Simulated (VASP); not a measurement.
A run of VASP 6.6.1 is set up as follows.

INCAR

```
PREC     = Accurate       # precision mode
ENCUT    = 500            # plane-wave cutoff, eV
EDIFF    = 1E-6           # SCF threshold, eV
ISMEAR   = -1             # smearing method
SIGMA    = 0.05           # smearing width, eV
LREAL    = False          # projectors in reciprocal space
LASPH    = True           # aspherical terms in the spheres
NELM     = 120            # most SCF steps
ALGO     = Normal         # electronic algorithm
ISIF     = 2              # what is computed and relaxed
LWAVE    = False          # write WAVECAR
LCHARG   = False          # write CHGCAR
GGA      = VW             # functional
NBANDS   = 21             # bands
GGA_COMPAT= False
```

KPOINTS

```
regular mesh
0
Gamma
  8 8 8
```

POSCAR

```
GaSb
1.0
    0.0000000000      3.0242455298      3.0242455298
    3.0242455298      0.0000000000      3.0242455298
    3.0242455298      3.0242455298      0.0000000000
Sb Ga
1 1
Direct
    0.7500000000      0.7500000000      0.7500000000
    0.0000000000      0.0000000000      0.0000000000
```

Potentials or basis: VASP PAW PBE potentials, release 64 (Sb_d_GW, Ga_d).

Launch:

```sh
$ cat potpaw_PBE.64/Sb_d_GW/POTCAR potpaw_PBE.64/Ga_d/POTCAR > POTCAR
$ mpirun -np 1 vasp_std > vasp.out
```

What does it give for the pressure?

-0.1 GPa.

Caveat: the PAW data sets were made with another functional, which shifts forces and pressure a little.
